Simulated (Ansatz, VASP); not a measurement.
## One calculation of AlAs, two programs

```
Al As
1.0
     0.00000    2.83790    2.83790
     2.83790    0.00000    2.83790
     2.83790    2.83790    0.00000
Al As
1 1
Cartesian
  0.0000 0.0000 0.0000
  4.2569 4.2569 4.2569
```

Alike in both runs: task single point; functional PBE; k mesh 4 × 4 × 4; no spin polarisation.

```csv
,VASP,Ansatz
version,VASP 6.6.1,Ansatz 0.2.0
potentials or method,"VASP PAW PBE potentials, release 64 (Al, As), cutoff 500 eV","scalar-relativistic, plane waves, PAW"
occupations,"gaussian, width 0.01 eV",fixed
valence electrons in the cell,8,18
```

```csv
,VASP,Ansatz,Ansatz less VASP
gap on the k mesh at the Fermi level (eV),1.42,1.43,+0.010
least direct gap on the mesh (eV),1.99,1.98,-0.007
pressure (GPa),2.4,2.3,-0.19
```

VASP's potentials hold 8 valence electrons a cell and Ansatz's 18, so a difference there can come from the potentials and not from the codes.

The k mesh is coarse, so the values compare programs but aren't converged.
